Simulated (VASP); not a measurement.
Crystal: Al2Cu.

```
CELL_PARAMETERS angstrom
-2.01671 2.01671 2.83196
2.01671 -2.01671 2.83196
2.01671 2.01671 -2.83196
ATOMIC_POSITIONS crystal
Cu 0.50000 0.50000 0.00000
Al 0.25000 0.75000 0.50000
Al 0.75000 0.25000 0.50000
```

Base run:

| Item | Value |
| --- | --- |
| Program | VASP 6.6.1 |
| Functional | PBE |
| Potentials or basis | VASP PAW PBE potentials, release 64 (Cu, Al) |
| Cutoff | 520 eV |
| k mesh | 9 × 9 × 9 |
| Occupations | fermi-dirac, width 0.05 eV |
| Spin | no spin polarisation |

Its results: pressure 5.4 GPa.

Task: The run is repeated on the same cell with these changes: functional from PBE to r2SCAN; further incar settings from ALGO = Normal; EDIFF = 1e-07; NBANDS = 16 to ALGO = Normal; EDIFF = 1e-06; NBANDS = 16. What comes out?

Result: Pressure 2.4 GPa.

Caveats: the PAW data sets were made with another functional, which shifts forces and pressure a little (some runs).
